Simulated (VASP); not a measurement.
# Sr (I4_1/amd) in VASP: a series of runs

Runs on Sr. Level: PBE. Tasks: single point.

Program: VASP 6.6.1. These are calculated values, not measurements. Logs are shortened: lines on timing, memory, paths and dates and some standing lists are left out, and cuts for length are marked.

## 1. The cell of the first run

Symmetry: I4_1/amd, No. 141, tetragonal system. The conventional cell has a = 6.808 Å, b = 6.808 Å, c = 3.675 Å, α = 90.00°, β = 90.00°, γ = 90.00°. Sr (site symmetry -4m2) has 10 Sr at 3.53 to 4.38 Å within 4.6 Å.

## 2. Single point, PBE (42.58 Å³/atom)

Contents of INCAR:

```
SYSTEM = Sr
ALGO     = Normal         ! electronic algorithm
EDIFF    = 1E-6           ! SCF threshold, eV
ENCUT    = 520            ! plane-wave cutoff, eV
GGA      = PE             ! functional
ISIF     = 2              ! what is computed and relaxed
ISMEAR   = -1             ! smearing method
LASPH    = .True.         ! aspherical terms in the spheres
LCHARG   = .False.        ! write CHGCAR
LREAL    = .False.        ! projectors in reciprocal space
LWAVE    = .False.        ! write WAVECAR
NBANDS   = 17             ! bands
NELM     = 100            ! most SCF steps
PREC     = Accurate       ! precision mode
SIGMA    = 0.1            ! smearing width, eV
```

Contents of KPOINTS:

```
k-points
0
Gamma
  12 12 12
  0 0 0
```

Contents of POSCAR:

```
Sr
1.0
   -3.4037868150      3.4037868150      1.8374403249
    3.4037868150     -3.4037868150      1.8374403249
    3.4037868150      3.4037868150     -1.8374403249
Sr
2
Direct
   -0.3750000000     -0.1250000000     -0.2500000000
    0.3750000000      0.1250000000      0.2500000000
```

Potentials or basis: VASP PAW PBE potentials, release 64 (Sr_sv).

Launch:

```sh
cat potpaw_PBE.64/Sr_sv/POTCAR > POTCAR
mpirun -np 1 vasp_std > vasp.out
```

OUTCAR:

```text
SYSTEM = Sr
   EDIFF = 1E-6
   ENCUT = 520
   GGA = PE
   ISIF = 2
   ISMEAR = -1
   LASPH = .True.
   LREAL = .False.
   NELM = 100
   PREC = Accurate

 ion  position               nearest neighbor table
   1  0.625  0.875  0.750-   2 3.53   2 3.53   2 3.53   2 3.53   2 4.38   2 4.38   2 4.38   2 4.38

   2  0.375  0.125  0.250-   1 3.53   1 3.53   1 3.53   1 3.53   1 4.38   1 4.38   1 4.38   1 4.38

  LATTYP: Found a body centered tetragonal cell.
 ALAT       =     6.8075736300
 C/A-ratio  =     0.5398223875

  Lattice vectors:

 A1 = (  -3.4037868150,   3.4037868150,   1.8374403249)
 A2 = (   3.4037868150,  -3.4037868150,   1.8374403249)
 A3 = (   3.4037868150,   3.4037868150,  -1.8374403249)

Analysis of symmetry for initial positions (statically):
=====================================================================
 Subroutine PRICEL returns:
 Original cell was already a primitive cell.

 Routine SETGRP: Setting up the symmetry group for a
 body centered tetragonal supercell.

 Subroutine GETGRP returns: Found 16 space group operations
 (whereof  4 operations were pure point group operations)
 out of a pool of 16 trial point group operations.

The static configuration has the point symmetry C_2h.
 The point group associated with its full space group is D_4h.

Analysis of symmetry for dynamics (positions and initial velocities):
=====================================================================
 Subroutine PRICEL returns:
 Original cell was already a primitive cell.

 Routine SETGRP: Setting up the symmetry group for a
 body centered tetragonal supercell.

 Subroutine GETGRP returns: Found 16 space group operations
 (whereof  4 operations were pure point group operations)
 out of a pool of 16 trial point group operations.

The dynamic configuration has the point symmetry C_2h.
 The point group associated with its full space group is D_4h.

 Subroutine INISYM returns: Found 16 space group operations
 (whereof  4 operations are pure point group operations),
 and found     1 'primitive' translations

----------------------------------------------------------------------------------------

                                     Primitive cell

  volume of cell :      85.1526

  direct lattice vectors                    reciprocal lattice vectors
    -3.403786815  3.403786815  1.837440325     0.000000000  0.146895216  0.272117681
     3.403786815 -3.403786815  1.837440325     0.146895216  0.000000000  0.272117681
     3.403786815  3.403786815 -1.837440325     0.146895216  0.146895216  0.000000000

  length of vectors
     5.152447604  5.152447604  5.152447604     0.309234922  0.309234922  0.207741207

  position of ions in fractional coordinates (direct lattice)
     0.625000000  0.875000000  0.750000000
     0.375000000  0.125000000  0.250000000

  ion indices of the primitive-cell ions
   primitive index   ion index
                 1           1
                 2           2

----------------------------------------------------------------------------------------

 KPOINTS: k-points

Automatic generation of k-mesh.
 Grid dimensions read from file:
 generate k-points for:   12   12   12

 Generating k-lattice:

  Cartesian coordinates                     Fractional coordinates (reciprocal lattice)
     0.000000000  0.012241268  0.022676473     0.083333333  0.000000000  0.000000000
     0.012241268  0.000000000  0.022676473     0.000000000  0.083333333  0.000000000
     0.012241268  0.012241268  0.000000000     0.000000000  0.000000000  0.083333333

  Length of vectors
     0.025769577  0.025769577  0.017311767

  Shift w.r.t. Gamma in fractional coordinates (k-lattice)
     0.000000000  0.000000000  0.000000000

 Subroutine IBZKPT returns following result:
 ===========================================

 Found    163 irreducible k-points:

 Following reciprocal coordinates:
            Coordinates               Weight
  0.000000  0.000000  0.000000      1.000000
  0.083333 -0.000000  0.000000      8.000000
  0.166667  0.000000  0.000000      8.000000
  0.250000  0.000000  0.000000      8.000000
  0.333333  0.000000  0.000000      8.000000
  0.416667 -0.000000  0.000000      8.000000
[... 16 lines left out ...]
  0.500000  0.166667  0.000000     16.000000
 -0.416667  0.166667  0.000000     16.000000
 [... further k-points ...]
   k-points           NKPTS =    163   k-points in BZ     NKDIM =    163   number of bands    NBANDS=     17
   number of dos      NEDOS =    301   number of ions     NIONS =      2
   total plane-waves  NPLWV =  64000
   dimension x,y,z NGX =    40 NGY =   40 NGZ =   40
   dimension x,y,z NGXF=    80 NGYF=   80 NGZF=   80
   ions per type =               2
   NGX,Y,Z   is equivalent  to a cutoff of  12.91, 12.91, 12.91 a.u.
   NGXF,Y,Z  is equivalent  to a cutoff of  25.81, 25.81, 25.81 a.u.
 SYSTEM =  Sr
   PREC   = accura    normal or accurate (medium, high low for compatibility)
   ISTART =      0    job   : 0-new  1-cont  2-samecut
   ICHARG =      2    charge: 1-file 2-atom 10-const
   ISPIN  =      1    spin polarized calculation?
   LNONCOLLINEAR =      F non collinear calculations
   LSORBIT =      F    spin-orbit coupling
   LASPH  =      T    aspherical Exc in radial PAW
   ENCUT  =  520.0 eV  38.22 Ry    6.18 a.u.   9.58  9.58  9.58*2*pi/ulx,y,z
   NELM   =    100;   NELMIN=  2; NELMDL= -5     # of ELM steps
   EDIFF  = 0.1E-05   stopping-criterion for ELM
   LREAL  =      F    real-space projection
   EDIFFG = 0.1E-04   stopping-criterion for IOM
   NSW    =      0    number of steps for IOM
   IBRION =     -1    ionic relax: 0-MD 1-quasi-New 2-CG
   NFREE  =      0    steps in history (QN), initial steepest desc. (CG)
   ISIF   =      2    stress and relaxation
   ISYM   =      2    0-nonsym 1-usesym 2-fastsym
   POTIM  = 0.5000    time-step for ionic-motion
   TEBEG  =    0.0;   TEEND  =   0.0 temperature during run
   PSTRESS=    0.0 pullay stress
   NELECT =      20.0000    total number of electrons
   NUPDOWN=      -1.0000    fix difference up-down
   EMIN   =  10.00;   EMAX   =-10.00  energy-range for DOS
   EFERMI =   0.00;   METHOD = LEGACY
   ISMEAR =    -1;   SIGMA  =   0.10  broadening in eV -4-tet -1-fermi 0-gaus
   EFERMI_NEDOS =   21; number of points for ismear=-14 and -15
   IALGO  =     38    algorithm
   IMIX   =      4    mixing-type and parameters
     AMIX     =   0.40;   BMIX     =  1.00
     AMIX_MAG =   1.60;   BMIX_MAG =  1.00
  volume/ion in A,a.u.               =      42.58       287.32
  Fermi-wavevector in a.u.,A,eV,Ry     =   1.010072  1.908759 13.881272  1.020245
  Thomas-Fermi vector in A             =   2.143039
   LORBIT       =      0    0 simple, 1 ext, 2 COOP (PROOUT), +10 PAW based schemes
   GGA     = PE    functional components
   LHFCALC =     F    Hartree Fock is set to
   AEXX    =    0.0000 exact exchange contribution
   IVDW    =     0    specifies the selected vdW correction
   LEPSILON=     F    determine dielectric tensor
   LRPA    =     F    only Hartree local field effects (RPA)
 non-spin polarized calculation
  energy-cutoff  :      520.00
  volume of cell :       85.15
 maximum number of plane-waves:      2327
 NGX is ok and might be reduce to    40
   NGX = 19   NGY = 19   NGZ = 19

 number of electron      20.0000000 magnetization

 Free energy of the ion-electron system (eV)
  ---------------------------------------------------
  ext. energy  EPLUGINS =         0.00000000
  ---------------------------------------------------
  free energy    TOTEN  =        -2.57403983 eV

  energy without entropy =       -2.50885483  energy(sigma->0) =       -2.54144733

 E-fermi :   2.3332     XC(G=0):  -8.1607

 val. band max:        2.3294705647   @ k =  -0.2500   0.4167   0.2500
 cond. band min:       2.3359973593   @ k =  -0.1667  -0.3333   0.1667
 fundamental gap:      0.0065267946
 Fermi energy:         2.3332291173

 k-point     1 :       0.0000    0.0000    0.0000
  band No.  band energies     occupation
      1     -33.8974      2.00000
      2     -33.7872      2.00000
      3     -16.1367      2.00000
      4     -16.1367      2.00000
      5     -15.6690      2.00000
      6     -15.6626      2.00000
[... 9 lines left out ...]
     16       6.6017      0.00000
     17       6.6271      0.00000

 k-point     2 :       0.0833   -0.0000    0.0000
  band No.  band energies     occupation
      1     -33.8936      2.00000
      2     -33.7866      2.00000
      3     -16.1337      2.00000
      4     -16.1235      2.00000
      5     -15.7012      2.00000
      6     -15.6945      2.00000
[... 9 lines left out ...]
     16       6.5434      0.00000
     17       6.6432      0.00000

 k-point     3 :       0.1667    0.0000    0.0000
  band No.  band energies     occupation
      1     -33.8830      2.00000
      2     -33.7853      2.00000
      3     -16.1256      2.00000
      4     -16.0885      2.00000
      5     -15.7887      2.00000
      6     -15.7727      2.00000
[... 9 lines left out ...]
     16       5.9581      0.00000
     17       6.2838      0.00000

 k-point     4 :       0.2500    0.0000    0.0000
  band No.  band energies     occupation
      1     -33.8680      2.00000
      2     -33.7840      2.00000
      3     -16.1143      2.00000
      4     -16.0509      2.00000
      5     -15.9043      2.00000
      6     -15.8626      2.00000
[... 9 lines left out ...]
     16       5.6330      0.00000
     17       5.8679      0.00000
[... 343 lines left out ...]
      1     -33.8317      2.00000
      2     -33.7917      2.00000
      3     -16.1621      2.00000
      4     -16.0778      2.00000
      5     -16.0465      2.00000
      6     -15.8779      2.00000
[... 9 lines left out ...]
     16       5.8290      0.00000
     17       6.4285      0.00000

 k-point    23 :       0.5000    0.1667    0.0000
  band No.  band energies     occupation
      1     -33.8394      2.00000
      2     -33.7960      2.00000
      3     -16.1179      2.00000
      4     -16.0344      2.00000
      5     -16.0189      2.00000
      6     -15.8286      2.00000
[... 9 lines left out ...]
     16       5.6095      0.00000
     17       6.5296      0.00000

 k-point    24 :      -0.4167    0.1667    0.0000
  band No.  band energies     occupation
      1     -33.8539      2.00000
      2     -33.7978      2.00000
      3     -16.1058      2.00000
      4     -15.9865      2.00000
      5     -15.9398      2.00000
      6     -15.8163      2.00000
[... 9 lines left out ...]
     16       5.5750      0.00000
     17       6.3490      0.00000

 [... further k-points ...]

------------------------ aborting loop because EDIFF is reached ----------------------------------------

  FORCE on cell =-STRESS in cart. coord.  units (eV):
  Direction    XX          YY          ZZ          XY          YZ          ZX
  --------------------------------------------------------------------------------------
  -------------------------------------------------------------------------------------
  Total        1.8312482      1.8312482      1.9011043     -0.0000000     -0.0000000     -0.0000000
  in kB       34.4556036     34.4556036     35.7699717     -0.0000000     -0.0000000     -0.0000000
  external PRESSURE =      34.8937263 kB  Pullay stress =       0.0000000 kB

 VOLUME and BASIS-vectors are now :
 -----------------------------------------------------------------------------
  energy-cutoff  :      520.00
  volume of cell :       85.15
      direct lattice vectors                 reciprocal lattice vectors
    -3.403786815  3.403786815  1.837440325     0.000000000  0.146895216  0.272117681
     3.403786815 -3.403786815  1.837440325     0.146895216  0.000000000  0.272117681
     3.403786815  3.403786815 -1.837440325     0.146895216  0.146895216  0.000000000

 POSITION                                       TOTAL-FORCE (eV/Angst)
 -----------------------------------------------------------------------------------
      3.40379      1.70189      1.37808         0.000000     -0.000000     -0.000000
      0.00000      1.70189      0.45936        -0.000000      0.000000      0.000000
 -----------------------------------------------------------------------------------
    total drift:                               -0.000000     -0.000000      0.000000

  FREE ENERGIE OF THE ION-ELECTRON SYSTEM (eV)
  ---------------------------------------------------
  free  energy   TOTEN  =        -2.5740398325 eV

  energy  without entropy=       -2.5088548289  energy(sigma->0) =       -2.54144733
```

Run time: 2.3 min. Hardware: 1 thread of Intel Xeon Platinum 8488C (Sapphire Rapids), shared host; peak memory 0.37 GiB.

What came out:

```yaml
Free_energy: -2.5740 eV
Pressure: 3.5 GPa
Band_gap_on_the_k_mesh: zero (bands 10 and 11 overlap by 0.38 eV)
```

Stress tensor (GPa, compression positive):
```
3.45 0.00 0.00
0.00 3.45 0.00
0.00 0.00 3.58
```

Caveat: the cell stands under pressure.

## 3. Single point, PBE (47.06 Å³/atom)

This run uses another cell than the first one, of 47.06 Å³/atom.

Contents of INCAR:

```
ALGO = Normal
EDIFF = 1E-6
ENCUT = 520
GGA = PE
ISIF = 2
ISMEAR = -1
LASPH = True
LCHARG = False
LREAL = False
LWAVE = False
NBANDS = 17
NELM = 100
PREC = Accurate
SIGMA = 0.1
```

Contents of KPOINTS:

```
k-points
0
Gamma
  12 12 12
```

Contents of POSCAR:

```
Sr
1.0
   -3.5173811290      3.5173811290      1.9017997322
    3.5173811290     -3.5173811290      1.9017997322
    3.5173811290      3.5173811290     -1.9017997322
Sr
2
Direct
   -0.3750000000     -0.1250000000     -0.2500000000
    0.3750000000      0.1250000000      0.2500000000
```

Potentials or basis: VASP PAW PBE potentials, release 64 (Sr_sv).

Launch:

```sh
cat potpaw_PBE.64/Sr_sv/POTCAR > POTCAR
mpirun -np 1 vasp_std > vasp.out
```

Wall time 2.2 min (1 thread of Intel Xeon Platinum 8488C (Sapphire Rapids), shared host); peak memory 0.39 GiB.

It converged, with:

- Free energy: -2.7212 eV
- Pressure: 1.9 GPa
- Band gap on the k mesh: zero (bands 10 and 11 overlap by 0.51 eV)

Levels at points of the mesh, in eV from the Fermi level:
| k point | band 8 | band 9 | band 10 | band 11 | band 12 | band 13 |
| --- | --- | --- | --- | --- | --- | --- |
| (0.00, 0.00, 0.00) | -18.19 | -3.63 | -0.58 | 0.74 | 1.13 | 1.81 |
| (0.50, 0.00, 0.00) | -18.16 | -0.81 | -0.19 | 0.09 | 1.29 | 1.45 |
| (0.50, 0.50, 0.00) | -18.19 | -1.83 | -1.83 | 1.12 | 1.12 | 1.86 |
| (0.50, 0.50, 0.50) | -18.14 | -1.09 | -1.09 | 0.16 | 0.16 | 1.81 |
